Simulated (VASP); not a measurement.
# C (Fd-3m) in VASP: notebook

The runs below take C through single point, relaxation of cell and atoms, with PBE.

All numbers are computed with VASP 6.6.1; they aren't measurements. Logs are shortened: lines on timing, memory, paths and dates and some standing lists are left out, and cuts for length are marked.

## 1. The cell of the first run

Symmetry: Fd-3m, No. 227, cubic system. Conventional cell: a = 3.572 Å, b = 3.572 Å, c = 3.572 Å, α = 90.00°, β = 90.00°, γ = 90.00°. Within 2.1 Å of C (site symmetry -43m) lie 4 C at 1.55 Å.

## 2. Single point, PBE

INCAR reads:

```
SYSTEM = C
PREC     = Accurate       ! precision mode
ENCUT    = 600            ! plane-wave cutoff, eV
EDIFF    = 1E-6           ! SCF threshold, eV
ISMEAR   = 0              ! smearing method
SIGMA    = 0.01           ! smearing width, eV
LREAL    = .False.        ! projectors in reciprocal space
LASPH    = .True.         ! aspherical terms in the spheres
NELM     = 120            ! most SCF steps
ALGO     = Normal         ! electronic algorithm
ISIF     = 2              ! what is computed and relaxed
LWAVE    = .False.        ! write WAVECAR
LCHARG   = .False.        ! write CHGCAR
GGA      = PE             ! functional
NBANDS   = 11             ! bands
GGA_COMPAT= .False.
```

KPOINTS reads:

```
Automatic mesh
0
Gamma
  10 10 10
  0 0 0
```

POSCAR reads:

```
C
1.0
    0.0000000000      1.7858029968      1.7858029968
    1.7858029968      0.0000000000      1.7858029968
    1.7858029968      1.7858029968      0.0000000000
C
2
Direct
    0.0000000000      0.0000000000      0.0000000000
    0.2500000000      0.2500000000      0.2500000000
```

Potentials or basis: VASP PAW PBE potentials, release 64 (C).

Command:

```sh
cat potpaw_PBE.64/C/POTCAR > POTCAR
mpirun -np 1 vasp_std > vasp.out
```

OUTCAR:

```text
SYSTEM = C
   PREC = Accurate
   ENCUT = 600
   EDIFF = 1E-6
   ISMEAR = 0
   LREAL = .False.
   LASPH = .True.
   NELM = 120
   ISIF = 2
   GGA = PE

 ion  position               nearest neighbor table
   1  0.000  0.000  0.000-   2 1.55   2 1.55   2 1.55   2 1.55
   2  0.250  0.250  0.250-   1 1.55   1 1.55   1 1.55   1 1.55

  LATTYP: Found a face centered cubic cell.
 ALAT       =     3.5716059936

  Lattice vectors:

 A1 = (   0.0000000000,   1.7858029968,   1.7858029968)
 A2 = (   1.7858029968,   0.0000000000,   1.7858029968)
 A3 = (   1.7858029968,   1.7858029968,   0.0000000000)

Analysis of symmetry for initial positions (statically):
=====================================================================
 Subroutine PRICEL returns:
 Original cell was already a primitive cell.

 Routine SETGRP: Setting up the symmetry group for a
 face centered cubic supercell.

 Subroutine GETGRP returns: Found 48 space group operations
 (whereof 24 operations were pure point group operations)
 out of a pool of 48 trial point group operations.

The static configuration has the point symmetry T_d .
 The point group associated with its full space group is O_h .

Analysis of symmetry for dynamics (positions and initial velocities):
=====================================================================
 Subroutine PRICEL returns:
 Original cell was already a primitive cell.

 Routine SETGRP: Setting up the symmetry group for a
 face centered cubic supercell.

 Subroutine GETGRP returns: Found 48 space group operations
 (whereof 24 operations were pure point group operations)
 out of a pool of 48 trial point group operations.

The dynamic configuration has the point symmetry T_d .
 The point group associated with its full space group is O_h .

 Subroutine INISYM returns: Found 48 space group operations
 (whereof 24 operations are pure point group operations),
 and found     1 'primitive' translations

----------------------------------------------------------------------------------------

                                     Primitive cell

  volume of cell :      11.3902

  direct lattice vectors                    reciprocal lattice vectors
     0.000000000  1.785802997  1.785802997    -0.279986091  0.279986091  0.279986091
     1.785802997  0.000000000  1.785802997     0.279986091 -0.279986091  0.279986091
     1.785802997  1.785802997  0.000000000     0.279986091  0.279986091 -0.279986091

  length of vectors
     2.525506818  2.525506818  2.525506818     0.484950135  0.484950135  0.484950135

  position of ions in fractional coordinates (direct lattice)
     0.000000000  0.000000000  0.000000000
     0.250000000  0.250000000  0.250000000

  ion indices of the primitive-cell ions
   primitive index   ion index
                 1           1
                 2           2

----------------------------------------------------------------------------------------

 KPOINTS: Automatic mesh

Automatic generation of k-mesh.
 Grid dimensions read from file:
 generate k-points for:   10   10   10

 Generating k-lattice:

  Cartesian coordinates                     Fractional coordinates (reciprocal lattice)
    -0.027998609  0.027998609  0.027998609     0.100000000  0.000000000  0.000000000
     0.027998609 -0.027998609  0.027998609     0.000000000  0.100000000  0.000000000
     0.027998609  0.027998609 -0.027998609     0.000000000  0.000000000  0.100000000

  Length of vectors
     0.048495013  0.048495013  0.048495013

  Shift w.r.t. Gamma in fractional coordinates (k-lattice)
     0.000000000  0.000000000  0.000000000

 Subroutine IBZKPT returns following result:
 ===========================================

 Found     47 irreducible k-points:

 Following reciprocal coordinates:
            Coordinates               Weight
  0.000000  0.000000  0.000000      1.000000
  0.100000  0.000000  0.000000      8.000000
  0.200000  0.000000  0.000000      8.000000
  0.300000  0.000000  0.000000      8.000000
  0.400000  0.000000  0.000000      8.000000
  0.500000  0.000000  0.000000      4.000000
[... 16 lines left out ...]
  0.300000  0.300000  0.000000      6.000000
  0.400000  0.300000  0.000000     24.000000
 [... further k-points ...]
   k-points           NKPTS =     47   k-points in BZ     NKDIM =     47   number of bands    NBANDS=     11
   number of dos      NEDOS =    301   number of ions     NIONS =      2
   total plane-waves  NPLWV =   8000
   dimension x,y,z NGX =    20 NGY =   20 NGZ =   20
   dimension x,y,z NGXF=    40 NGYF=   40 NGZF=   40
   ions per type =               2
   NGX,Y,Z   is equivalent  to a cutoff of  13.17, 13.17, 13.17 a.u.
   NGXF,Y,Z  is equivalent  to a cutoff of  26.33, 26.33, 26.33 a.u.
 SYSTEM =  C
   PREC   = accura    normal or accurate (medium, high low for compatibility)
   ISTART =      0    job   : 0-new  1-cont  2-samecut
   ICHARG =      2    charge: 1-file 2-atom 10-const
   ISPIN  =      1    spin polarized calculation?
   LNONCOLLINEAR =      F non collinear calculations
   LSORBIT =      F    spin-orbit coupling
   LASPH  =      T    aspherical Exc in radial PAW
   ENCUT  =  600.0 eV  44.10 Ry    6.64 a.u.   5.04  5.04  5.04*2*pi/ulx,y,z
   NELM   =    120;   NELMIN=  2; NELMDL= -5     # of ELM steps
   EDIFF  = 0.1E-05   stopping-criterion for ELM
   LREAL  =      F    real-space projection
   EDIFFG = 0.1E-04   stopping-criterion for IOM
   NSW    =      0    number of steps for IOM
   IBRION =     -1    ionic relax: 0-MD 1-quasi-New 2-CG
   NFREE  =      0    steps in history (QN), initial steepest desc. (CG)
   ISIF   =      2    stress and relaxation
   ISYM   =      2    0-nonsym 1-usesym 2-fastsym
   POTIM  = 0.5000    time-step for ionic-motion
   TEBEG  =    0.0;   TEEND  =   0.0 temperature during run
   PSTRESS=    0.0 pullay stress
   NELECT =       8.0000    total number of electrons
   NUPDOWN=      -1.0000    fix difference up-down
   EMIN   =  10.00;   EMAX   =-10.00  energy-range for DOS
   EFERMI =   0.00;   METHOD = LEGACY
   ISMEAR =     0;   SIGMA  =   0.01  broadening in eV -4-tet -1-fermi 0-gaus
   EFERMI_NEDOS =   21; number of points for ismear=-14 and -15
   IALGO  =     38    algorithm
   IMIX   =      4    mixing-type and parameters
     AMIX     =   0.40;   BMIX     =  1.00
     AMIX_MAG =   1.60;   BMIX_MAG =  1.00
  volume/ion in A,a.u.               =       5.70        38.43
  Fermi-wavevector in a.u.,A,eV,Ry     =   1.455218  2.749963 28.812491  2.117658
  Thomas-Fermi vector in A             =   2.572278
   LORBIT       =      0    0 simple, 1 ext, 2 COOP (PROOUT), +10 PAW based schemes
   GGA     = PE    functional components
   LHFCALC =     F    Hartree Fock is set to
   AEXX    =    0.0000 exact exchange contribution
   IVDW    =     0    specifies the selected vdW correction
   LEPSILON=     F    determine dielectric tensor
   LRPA    =     F    only Hartree local field effects (RPA)
 non-spin polarized calculation
 Gauss-broadening in eV      SIGMA  =   0.01
  energy-cutoff  :      600.00
  volume of cell :       11.39
 maximum number of plane-waves:       392
   NGX =  9   NGY =  9   NGZ =  9

 number of electron       7.9999999 magnetization

 Free energy of the ion-electron system (eV)
  ---------------------------------------------------
  ext. energy  EPLUGINS =         0.00000000
  ---------------------------------------------------
  free energy    TOTEN  =       -18.19043982 eV

  energy without entropy =      -18.19043982  energy(sigma->0) =      -18.19043982

 E-fermi :   9.8868     XC(G=0): -13.2302

 val. band max:        9.6694760926   @ k =   0.0000   0.0000   0.0000
 cond. band min:      13.8305316177   @ k =   0.4000   0.4000   0.0000
 fundamental gap:      4.1610555250
 Fermi energy:         9.8867883784

 k-point     1 :       0.0000    0.0000    0.0000
  band No.  band energies     occupation
      1     -11.7521      2.00000
      2       9.6695      2.00000
      3       9.6695      2.00000
      4       9.6695      2.00000
      5      15.2485      0.00000
      6      15.2485      0.00000
      7      15.2485      0.00000
      8      22.9072      0.00000
      9      28.9123      0.00000
     10      36.1608      0.00000
     11      36.1608      0.00000

 k-point     2 :       0.1000    0.0000    0.0000
  band No.  band energies     occupation
      1     -11.4763      2.00000
      2       7.9993      2.00000
      3       9.2249      2.00000
      4       9.2249      2.00000
      5      15.8321      0.00000
      6      15.8321      0.00000
      7      16.1854      0.00000
      8      23.1480      0.00000
      9      29.3565      0.00000
     10      33.6429      0.00000
     11      33.6429      0.00000

 k-point     3 :       0.2000    0.0000    0.0000
  band No.  band energies     occupation
      1     -10.6532      2.00000
      2       4.8035      2.00000
      3       8.3523      2.00000
      4       8.3523      2.00000
      5      16.9585      0.00000
      6      16.9585      0.00000
      7      17.3792      0.00000
      8      23.8181      0.00000
      9      30.1209      0.00000
     10      32.1324      0.00000
     11      32.1324      0.00000

 k-point     4 :       0.3000    0.0000    0.0000
  band No.  band energies     occupation
      1      -9.3038      2.00000
      2       1.4145      2.00000
      3       7.5645      2.00000
      4       7.5645      2.00000
      5      17.7799      0.00000
      6      17.7799      0.00000
      7      18.0560      0.00000
      8      24.6386      0.00000
      9      30.4528      0.00000
     10      32.3924      0.00000
     11      32.3924      0.00000
[... 239 lines left out ...]
 k-point    22 :      -0.2000    0.2000    0.0000
  band No.  band energies     occupation
      1      -8.8573      2.00000
      2       2.7082      2.00000
      3       3.6892      2.00000
      4       7.6918      2.00000
      5      18.1346      0.00000
      6      18.2219      0.00000
      7      20.1244      0.00000
      8      23.2699      0.00000
      9      29.6905      0.00000
     10      30.5972      0.00000
     11      33.5546      0.00000

 k-point    23 :       0.3000    0.3000    0.0000
  band No.  band energies     occupation
      1      -8.4901      2.00000
      2       3.5972      2.00000
      3       4.8035      2.00000
      4       4.8035      2.00000
      5      13.8946      0.00000
      6      18.3310      0.00000
      7      22.7191      0.00000
      8      22.7191      0.00000
      9      30.4002      0.00000
     10      32.4682      0.00000
     11      40.3593      0.00000

 k-point    24 :       0.4000    0.3000    0.0000
  band No.  band energies     occupation
      1      -7.1761      2.00000
      2       1.6292      2.00000
      3       3.7103      2.00000
      4       4.3341      2.00000
      5      14.4507      0.00000
      6      17.6725      0.00000
      7      23.7020      0.00000
      8      23.7539      0.00000
      9      31.3193      0.00000
     10      32.4995      0.00000
     11      40.3690      0.00000

 [... further k-points ...]
[... 5 lines left out ...]
  --------------------------------------------------------------------------------------
  -------------------------------------------------------------------------------------
  Total       -0.0011443     -0.0011443     -0.0011443      0.0000000      0.0000000     -0.0000000
  in kB       -0.1609539     -0.1609539     -0.1609539      0.0000000      0.0000000     -0.0000000
  external PRESSURE =      -0.1609539 kB  Pullay stress =       0.0000000 kB

 VOLUME and BASIS-vectors are now :
 -----------------------------------------------------------------------------
  energy-cutoff  :      600.00
  volume of cell :       11.39
      direct lattice vectors                 reciprocal lattice vectors
     0.000000000  1.785802997  1.785802997    -0.279986091  0.279986091  0.279986091
     1.785802997  0.000000000  1.785802997     0.279986091 -0.279986091  0.279986091
     1.785802997  1.785802997  0.000000000     0.279986091  0.279986091 -0.279986091

 POSITION                                       TOTAL-FORCE (eV/Angst)
 -----------------------------------------------------------------------------------
      0.00000      0.00000      0.00000        -0.000000     -0.000000     -0.000000
      0.89290      0.89290      0.89290         0.000000      0.000000      0.000000
 -----------------------------------------------------------------------------------
    total drift:                                0.000000      0.000000      0.000000

  FREE ENERGIE OF THE ION-ELECTRON SYSTEM (eV)
  ---------------------------------------------------
  free  energy   TOTEN  =       -18.1904398242 eV

  energy  without entropy=      -18.1904398242  energy(sigma->0) =      -18.19043982
```

Wall time 9.1 s (1 thread of Intel Xeon 8259CL, shared host); peak memory 0.12 GiB.

Results:

- Free energy: -18.1904 eV
- Pressure: 0.0 GPa
- Band gap on the k mesh: 4.16 eV, indirect (least direct gap 5.58 eV)

Levels at points of the mesh, in eV from the valence-band top:
| k point | band 1 | band 2 | band 3 | band 4 | band 5 | band 6 | band 7 | band 8 |
| --- | --- | --- | --- | --- | --- | --- | --- | --- |
| (0.00, 0.00, 0.00) | -21.42 | 0.00 | 0.00 | 0.00 | 5.58 | 5.58 | 5.58 | 13.24 |
| (0.50, 0.00, 0.00) | -15.67 | -13.33 | -2.79 | -2.79 | 8.44 | 8.44 | 8.79 | 15.66 |
| (0.50, 0.50, 0.00) | -12.74 | -12.74 | -6.27 | -6.27 | 4.75 | 4.75 | 16.74 | 16.74 |

## 3. Relaxation of cell and atoms, PBE

This run uses another cell than the first one, of 5.67 Å³/atom, 0.996 times its volume.

INCAR reads:

```
PREC = Accurate
ENCUT = 600
EDIFF = 1E-7
ISMEAR = 0
SIGMA = 0.02
LREAL = F
LASPH = T
NELM = 120
ALGO = Normal
ISIF = 3
LWAVE = F
LCHARG = F
GGA = PE
IBRION = 2
NSW = 100
EDIFFG = -0.002
GGA_COMPAT = F
NELMIN = 4
```

KPOINTS reads:

```
Automatic mesh
0
Gamma
  10 10 10
```

POSCAR reads:

```
C
1.0
    0.0000000000      1.7835000000      1.7835000000
    1.7835000000      0.0000000000      1.7835000000
    1.7835000000      1.7835000000      0.0000000000
C
2
Direct
    0.0000000000      0.0000000000      0.0000000000
    0.2500000000      0.2500000000      0.2500000000
```

Potentials or basis: VASP PAW PBE potentials, release 64 (C).

Command:

```sh
cat potpaw_PBE.64/C/POTCAR > POTCAR
mpirun -np 1 vasp_std > vasp.out
```

Wall time 15 s (1 thread of Intel Xeon 8259CL, shared host); peak memory 0.11 GiB.

It converged, with:

```
Free energy                            : -18.1903 eV
Relaxed volume                         : 5.69 Å³/atom
Relaxed cell                           : a = 2.525 Å, b = 2.525 Å, c = 2.525 Å, α = 60.00°, β = 60.00°, γ = 60.00°
Space group after relaxing (to 0.05 Å) : Fd-3m (No. 227)
Energy gained by relaxing              : 0.1 meV/atom
Ionic steps                            : 3
Pressure after relaxing                : 0.0 GPa
Band gap on the k mesh                 : 4.16 eV, indirect (least direct gap 5.58 eV)
```

The path:
```csv
step,energy change (eV),largest force (eV/Å),pressure (GPa),volume (Å³)
1,0.0000,0.0000,1.68,11.35
2,0.0001,0.0000,-2.03,11.44
3,-0.0002,0.0000,0.01,11.39
```

Final structure:
```
C
1.0
     0.00000    1.78578    1.78578
     1.78578    0.00000    1.78578
     1.78578    1.78578    0.00000
C
2
Direct
  0.00000 0.00000 0.00000
  0.25000 0.25000 0.25000
```

Levels at points of the mesh, in eV from the valence-band top:
```tsv
k point	band 1	band 2	band 3	band 4	band 5	band 6	band 7	band 8
(0.00, 0.00, 0.00)	-21.42	0.00	0.00	0.00	5.58	5.58	5.58	13.24
(0.50, 0.00, 0.00)	-15.67	-13.33	-2.79	-2.79	8.44	8.44	8.79	15.66
(0.50, 0.50, 0.00)	-12.74	-12.74	-6.27	-6.27	4.75	4.75	16.74	16.74
```
